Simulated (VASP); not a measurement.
A run of VASP 6.6.1 is set up as follows.

Contents of INCAR:

```
  ALGO = Normal
  EDIFF = 1E-6
  ENCUT = 520
  GGA = PE
  ISIF = 2
  ISMEAR = -1
  LASPH = T
  LCHARG = F
  LREAL = F
  LWAVE = F
  NBANDS = 10
  NELM = 60
  PREC = Accurate
  SIGMA = 0.05
```

File KPOINTS:

```
k-points
0
Gamma
  19 19 19
```

Contents of POSCAR:

```
Ir
1.0
    2.5708734564      0.0000000000      0.0000000000
    0.0000000000      2.5708734564      0.0000000000
    0.0000000000      0.0000000000      2.5708734564
Ir
1
Direct
    0.0000000000      0.0000000000      0.0000000000
```

Potentials or basis: VASP PAW PBE potentials, release 64 (Ir).

The run is started by

```sh
$ cat potpaw_PBE.64/Ir/POTCAR > POTCAR
$ mpirun -np 1 vasp_std > vasp.out
```

Question: What does it give for the pressure?

Answer: 0.2 GPa.
